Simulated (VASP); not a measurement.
# Al3P5 (Pm-3m) in VASP: a series of runs

Runs on Al3P5. Level: PBE. Tasks: relaxation of cell and atoms.

All numbers are computed with VASP 6.6.1; they aren't measurements. Logs are shortened: lines on timing, memory, paths and dates and some standing lists are left out, and cuts for length are marked.

### 1 The cell of the first run

Symmetry: Pm-3m, No. 221, cubic system. The conventional cell has a = 5.492 Å, b = 5.492 Å, c = 5.492 Å, α = 90.00°, β = 90.00°, γ = 90.00°. Within 3.6 Å of Al (site symmetry 4/mmm) lie 6 P at 2.75 Å. P (site symmetry 4/mmm) has 4 Al at 2.75 Å and 2 P at 2.75 Å within 3.6 Å. P (site symmetry m-3m) has 6 P at 2.75 Å within 3.6 Å. Within 3.6 Å of P (site symmetry m-3m) lie 6 Al at 2.75 Å.

### 2 Relaxation of cell and atoms, PBE

INCAR

```
PREC     = Accurate       # precision mode
ENCUT    = 600            # plane-wave cutoff, eV
EDIFF    = 1E-6           # SCF threshold, eV
ISMEAR   = 0              # smearing method
SIGMA    = 0.1            # smearing width, eV
LREAL    = False          # projectors in reciprocal space
LASPH    = True           # aspherical terms in the spheres
NELM     = 60             # most SCF steps
ALGO     = Normal         # electronic algorithm
ISIF     = 3              # what is computed and relaxed
LWAVE    = False          # write WAVECAR
LCHARG   = False          # write CHGCAR
GGA      = PE             # functional
IBRION   = 2              # ionic algorithm
NSW      = 90             # ionic steps
EDIFFG   = -0.04          # ionic threshold
```

KPOINTS

```
regular mesh
0
Gamma
  4 4 4
```

POSCAR

```
Al3P5
1.0
    5.4922964700      0.0000000000      0.0000000000
    0.0000000000      5.4922964700      0.0000000000
    0.0000000000      0.0000000000      5.4922964700
Al P
3 5
Direct
    0.5000000000      0.0000000000      0.0000000000
    0.0000000000      0.5000000000      0.0000000000
    0.0000000000      0.0000000000      0.5000000000
    0.0000000000      0.5000000000      0.5000000000
    0.5000000000      0.0000000000      0.5000000000
    0.5000000000      0.5000000000      0.0000000000
    0.5000000000      0.5000000000      0.5000000000
    0.0000000000      0.0000000000      0.0000000000
```

Potentials or basis: VASP PAW PBE potentials, release 64 (Al, P).

Command:

```sh
cat potpaw_PBE.64/Al/POTCAR potpaw_PBE.64/P/POTCAR > POTCAR
mpirun -np 1 vasp_std > vasp.out
```

OUTCAR:

```text
PREC = Accurate
   ENCUT = 600
   EDIFF = 1E-6
   ISMEAR = 0
   LREAL = False
   LASPH = True
   NELM = 60
   ISIF = 3
   GGA = PE
   IBRION = 2
   NSW = 90
   EDIFFG = -0.04

 ion  position               nearest neighbor table
   1  0.500  0.000  0.000-   5 2.75   6 2.75   8 2.75   5 2.75   6 2.75   8 2.75
   2  0.000  0.500  0.000-   4 2.75   6 2.75   8 2.75   4 2.75   8 2.75   6 2.75
   3  0.000  0.000  0.500-   4 2.75   5 2.75   8 2.75   8 2.75   4 2.75   5 2.75
   4  0.000  0.500  0.500-   2 2.75   3 2.75   7 2.75   2 2.75   3 2.75   7 2.75
   5  0.500  0.000  0.500-   1 2.75   3 2.75   7 2.75   1 2.75   7 2.75   3 2.75
   6  0.500  0.500  0.000-   1 2.75   2 2.75   7 2.75   7 2.75   1 2.75   2 2.75
   7  0.500  0.500  0.500-   4 2.75   5 2.75   6 2.75   6 2.75   5 2.75   4 2.75
   8  0.000  0.000  0.000-   1 2.75   2 2.75   3 2.75   3 2.75   2 2.75   1 2.75

  LATTYP: Found a simple cubic cell.
 ALAT       =     5.4922964700

  Lattice vectors:

 A1 = (   5.4922964700,   0.0000000000,   0.0000000000)
 A2 = (   0.0000000000,   5.4922964700,   0.0000000000)
 A3 = (   0.0000000000,   0.0000000000,   5.4922964700)

Analysis of symmetry for initial positions (statically):
=====================================================================
 Subroutine PRICEL returns:
 Original cell was already a primitive cell.

 Routine SETGRP: Setting up the symmetry group for a
 simple cubic supercell.

 Subroutine GETGRP returns: Found 48 space group operations
[... 9 lines left out ...]

 Routine SETGRP: Setting up the symmetry group for a
 simple cubic supercell.

 Subroutine GETGRP returns: Found 48 space group operations
[... 11 lines left out ...]
                                     Primitive cell

  volume of cell :     165.6769

  direct lattice vectors                    reciprocal lattice vectors
     5.492296470  0.000000000  0.000000000     0.182073201  0.000000000  0.000000000
     0.000000000  5.492296470  0.000000000     0.000000000  0.182073201  0.000000000
     0.000000000  0.000000000  5.492296470     0.000000000  0.000000000  0.182073201

  length of vectors
     5.492296470  5.492296470  5.492296470     0.182073201  0.182073201  0.182073201

  position of ions in fractional coordinates (direct lattice)
     0.500000000  0.000000000  0.000000000
     0.000000000  0.500000000  0.000000000
     0.000000000  0.000000000  0.500000000
     0.000000000  0.500000000  0.500000000
     0.500000000  0.000000000  0.500000000
     0.500000000  0.500000000  0.000000000
     0.500000000  0.500000000  0.500000000
     0.000000000  0.000000000  0.000000000

  ion indices of the primitive-cell ions
   primitive index   ion index
                 1           1
                 2           2
                 3           3
                 4           4
                 5           5
                 6           6
                 7           7
                 8           8

----------------------------------------------------------------------------------------

 KPOINTS: regular mesh

Automatic generation of k-mesh.
 Grid dimensions read from file:
 generate k-points for:    4    4    4

 Generating k-lattice:

  Cartesian coordinates                     Fractional coordinates (reciprocal lattice)
     0.045518300  0.000000000  0.000000000     0.250000000  0.000000000  0.000000000
     0.000000000  0.045518300  0.000000000     0.000000000  0.250000000  0.000000000
     0.000000000  0.000000000  0.045518300     0.000000000  0.000000000  0.250000000

  Length of vectors
     0.045518300  0.045518300  0.045518300

  Shift w.r.t. Gamma in fractional coordinates (k-lattice)
     0.000000000  0.000000000  0.000000000

 Subroutine IBZKPT returns following result:
 ===========================================

 Found     10 irreducible k-points:

 Following reciprocal coordinates:
            Coordinates               Weight
  0.000000  0.000000  0.000000      1.000000
  0.250000  0.000000  0.000000      6.000000
  0.500000  0.000000  0.000000      3.000000
  0.250000  0.250000  0.000000     12.000000
  0.500000  0.250000  0.000000     12.000000
  0.500000  0.500000  0.000000      3.000000
  0.250000  0.250000  0.250000      8.000000
  0.500000  0.250000  0.250000     12.000000
  0.500000  0.500000  0.250000      6.000000
  0.500000  0.500000  0.500000      1.000000
   k-points           NKPTS =     10   k-points in BZ     NKDIM =     10   number of bands    NBANDS=     22
   number of dos      NEDOS =    301   number of ions     NIONS =      8
   total plane-waves  NPLWV = 110592
   dimension x,y,z NGX =    48 NGY =   48 NGZ =   48
   dimension x,y,z NGXF=    96 NGYF=   96 NGZF=   96
   ions per type =               3   5
   NGX,Y,Z   is equivalent  to a cutoff of  14.53, 14.53, 14.53 a.u.
   NGXF,Y,Z  is equivalent  to a cutoff of  29.06, 29.06, 29.06 a.u.
 SYSTEM =  unknown system
   PREC   = accura    normal or accurate (medium, high low for compatibility)
   ISTART =      0    job   : 0-new  1-cont  2-samecut
   ICHARG =      2    charge: 1-file 2-atom 10-const
   ISPIN  =      1    spin polarized calculation?
   LNONCOLLINEAR =      F non collinear calculations
   LSORBIT =      F    spin-orbit coupling
   LASPH  =      T    aspherical Exc in radial PAW
   ENCUT  =  600.0 eV  44.10 Ry    6.64 a.u.  10.97 10.97 10.97*2*pi/ulx,y,z
   NELM   =     60;   NELMIN=  2; NELMDL= -5     # of ELM steps
   EDIFF  = 0.1E-05   stopping-criterion for ELM
   LREAL  =      F    real-space projection
   EDIFFG = -.4E-01   stopping-criterion for IOM
   NSW    =     90    number of steps for IOM
   IBRION =      2    ionic relax: 0-MD 1-quasi-New 2-CG
   NFREE  =      1    steps in history (QN), initial steepest desc. (CG)
   ISIF   =      3    stress and relaxation
   ISYM   =      2    0-nonsym 1-usesym 2-fastsym
   POTIM  = 0.5000    time-step for ionic-motion
   TEBEG  =    0.0;   TEEND  =   0.0 temperature during run
   PSTRESS=    0.0 pullay stress
   NELECT =      34.0000    total number of electrons
   NUPDOWN=      -1.0000    fix difference up-down
   EMIN   =  10.00;   EMAX   =-10.00  energy-range for DOS
   EFERMI =   0.00;   METHOD = LEGACY
   ISMEAR =     0;   SIGMA  =   0.10  broadening in eV -4-tet -1-fermi 0-gaus
   EFERMI_NEDOS =   21; number of points for ismear=-14 and -15
   IALGO  =     38    algorithm
   IMIX   =      4    mixing-type and parameters
     AMIX     =   0.40;   BMIX     =  1.00
     AMIX_MAG =   1.60;   BMIX_MAG =  1.00
  volume/ion in A,a.u.               =      20.71       139.76
  Fermi-wavevector in a.u.,A,eV,Ry     =   0.965637  1.824789 12.686814  0.932455
  Thomas-Fermi vector in A             =   2.095370
   LORBIT       =      0    0 simple, 1 ext, 2 COOP (PROOUT), +10 PAW based schemes
   GGA     = PE    functional components
   LHFCALC =     F    Hartree Fock is set to
   AEXX    =    0.0000 exact exchange contribution
   IVDW    =     0    specifies the selected vdW correction
   LEPSILON=     F    determine dielectric tensor
   LRPA    =     F    only Hartree local field effects (RPA)
 conjugate gradient relaxation of ions
 non-spin polarized calculation
 Gauss-broadening in eV      SIGMA  =   0.10
  energy-cutoff  :      600.00
  volume of cell :      165.68
 maximum number of plane-waves:      5552
 NGX is ok and might be reduce to    48
   NGX = 21   NGY = 21   NGZ = 21

--------------------------------------- Ionic step        1  -------------------------------------------

 number of electron      34.0000006 magnetization

 Free energy of the ion-electron system (eV)
  ---------------------------------------------------
  ext. energy  EPLUGINS =         0.00000000
  ---------------------------------------------------
  free energy    TOTEN  =       -37.17602839 eV

  energy without entropy =      -37.14644008  energy(sigma->0) =      -37.16123423

 E-fermi :   5.0691     XC(G=0):  -9.5643

 val. band max:        5.0687569279   @ k =   0.5000   0.5000   0.0000
 cond. band min:       5.1668287338   @ k =   0.5000   0.2500   0.2500
 fundamental gap:      0.0980718058
 Fermi energy:         5.0690813293

 k-point     1 :       0.0000    0.0000    0.0000
  band No.  band energies     occupation
      1      -7.1398      2.00000
      2      -4.7188      2.00000
      3      -4.1325      2.00000
      4      -4.1325      2.00000
      5      -1.9605      2.00000
      6      -0.0189      2.00000
[... 14 lines left out ...]
     21       7.9919      0.00000
     22       7.9919      0.00000

 k-point     2 :       0.2500    0.0000    0.0000
  band No.  band energies     occupation
      1      -6.9172      2.00000
      2      -5.0221      2.00000
      3      -4.2530      2.00000
      4      -4.0681      2.00000
      5      -2.3910      2.00000
      6       0.2074      2.00000
[... 278 lines left out ...]
 POSITION                                       TOTAL-FORCE (eV/Angst)
 -----------------------------------------------------------------------------------
      2.48603      0.00000      0.00000         0.000000     -0.000000     -0.000000
     -0.00000      2.48603     -0.00000        -0.000000      0.000000     -0.000000
      0.00000      0.00000      2.48603         0.000000      0.000000      0.000000
      0.00000      2.48603      2.48603         0.000000      0.000000     -0.000000
      2.48603      0.00000      2.48603         0.000000     -0.000000     -0.000000
      2.48603      2.48603     -0.00000         0.000000      0.000000     -0.000000
      2.48603      2.48603      2.48603         0.000000      0.000000     -0.000000
      0.00000      0.00000      0.00000         0.000000      0.000000     -0.000000
 -----------------------------------------------------------------------------------
    total drift:                               -0.000000     -0.000000     -0.000000

  FREE ENERGIE OF THE ION-ELECTRON SYSTEM (eV)
  ---------------------------------------------------
  free  energy   TOTEN  =       -39.3108284317 eV

  energy  without entropy=      -39.2802791858  energy(sigma->0) =      -39.29555381

--------------------------------------- Ionic step        3  -------------------------------------------

 number of electron      33.9999998 magnetization

 Free energy of the ion-electron system (eV)
  ---------------------------------------------------
  ext. energy  EPLUGINS =         0.00000000
  ---------------------------------------------------
  free energy    TOTEN  =       -39.39707766 eV

  energy without entropy =      -39.36790145  energy(sigma->0) =      -39.38248955

 E-fermi :   7.9339     XC(G=0): -10.5785

 val. band max:        7.8945242379   @ k =   0.2500   0.2500   0.0000
 cond. band min:       7.9856673492   @ k =   0.5000   0.2500   0.2500
 fundamental gap:      0.0911431113
 Fermi energy:         7.9338985286

 k-point     1 :       0.0000    0.0000    0.0000
  band No.  band energies     occupation
      1      -6.2498      2.00000
      2      -2.7804      2.00000
      3      -2.0201      2.00000
      4      -2.0201      2.00000
      5       1.1406      2.00000
      6       1.1406      2.00000
[... 14 lines left out ...]
     21       9.7674      0.00000
     22       9.7674      0.00000

 k-point     2 :       0.2500    0.0000    0.0000
  band No.  band energies     occupation
      1      -5.9589      2.00000
      2      -3.3991      2.00000
      3      -2.1996      2.00000
      4      -1.9133      2.00000
      5       0.4138      2.00000
      6       1.4181      2.00000
[... 227 lines left out ...]
 VOLUME and BASIS-vectors are now :
 -----------------------------------------------------------------------------
  energy-cutoff  :      600.00
  volume of cell :      128.41
      direct lattice vectors                 reciprocal lattice vectors
     5.045081658  0.000000000  0.000000000     0.198212847  0.000000000 -0.000000000
    -0.000000000  5.045081658 -0.000000000    -0.000000000  0.198212847 -0.000000000
     0.000000000  0.000000000  5.045081658    -0.000000000  0.000000000  0.198212847

 POSITION                                       TOTAL-FORCE (eV/Angst)
 -----------------------------------------------------------------------------------
      2.52254      0.00000      0.00000         0.000000      0.000000      0.000000
     -0.00000      2.52254     -0.00000        -0.000000      0.000000      0.000000
      0.00000      0.00000      2.52254         0.000000      0.000000      0.000000
      0.00000      2.52254      2.52254         0.000000     -0.000000      0.000000
      2.52254      0.00000      2.52254         0.000000     -0.000000      0.000000
      2.52254      2.52254     -0.00000         0.000000      0.000000      0.000000
      2.52254      2.52254      2.52254         0.000000     -0.000000      0.000000
      0.00000      0.00000      0.00000         0.000000      0.000000      0.000000
 -----------------------------------------------------------------------------------
    total drift:                               -0.000000     -0.000000     -0.000000

  FREE ENERGIE OF THE ION-ELECTRON SYSTEM (eV)
  ---------------------------------------------------
  free  energy   TOTEN  =       -39.3970776630 eV

  energy  without entropy=      -39.3679014453  energy(sigma->0) =      -39.38248955

 reached required accuracy - stopping structural energy minimisation
```

It took 47 s on 1 thread of Intel Xeon 6975P-C (Granite Rapids), shared host; peak memory 0.33 GiB.

What came out:

```
Free energy                            : -39.3971 eV
Relaxed volume                         : 16.05 Å³/atom
Relaxed cell                           : a = 5.045 Å, b = 5.045 Å, c = 5.045 Å, α = 90.00°, β = 90.00°, γ = 90.00°
Space group after relaxing (to 0.05 Å) : Pm-3m (No. 221)
Energy gained by relaxing              : 277.6 meV/atom
Ionic steps                            : 3
Pressure after relaxing                : 0.1 GPa
Band gap on the k mesh                 : zero (band 17 reaches 8.17 eV, above the bottom of band 18 at 7.33 eV)
```

Step by step:
| step | energy change (eV) | largest force (eV/Å) | pressure (GPa) | volume (Å³) |
| --- | --- | --- | --- | --- |
| 1 | 0.0000 | 0.0000 | -15.19 | 165.68 |
| 2 | -2.1348 | 0.0000 | 5.13 | 122.92 |
| 3 | -2.2210 | 0.0000 | 0.10 | 128.41 |

Final structure:
```xyz
8
Lattice="5.0451 0.0000 0.0000 0.0000 5.0451 0.0000 0.0000 0.0000 5.0451" Properties=species:S:1:pos:R:3 pbc="T T T"
Al    2.5225    0.0000    0.0000
Al    0.0000    2.5225    0.0000
Al    0.0000    0.0000    2.5225
P     0.0000    2.5225    2.5225
P     2.5225    0.0000    2.5225
P     2.5225    2.5225    0.0000
P     2.5225    2.5225    2.5225
P     0.0000    0.0000    0.0000
```

Caveat: the volume moved by over 15 % at a fixed basis, so the end points are rough.

(Part 1 of 2 ends here.)
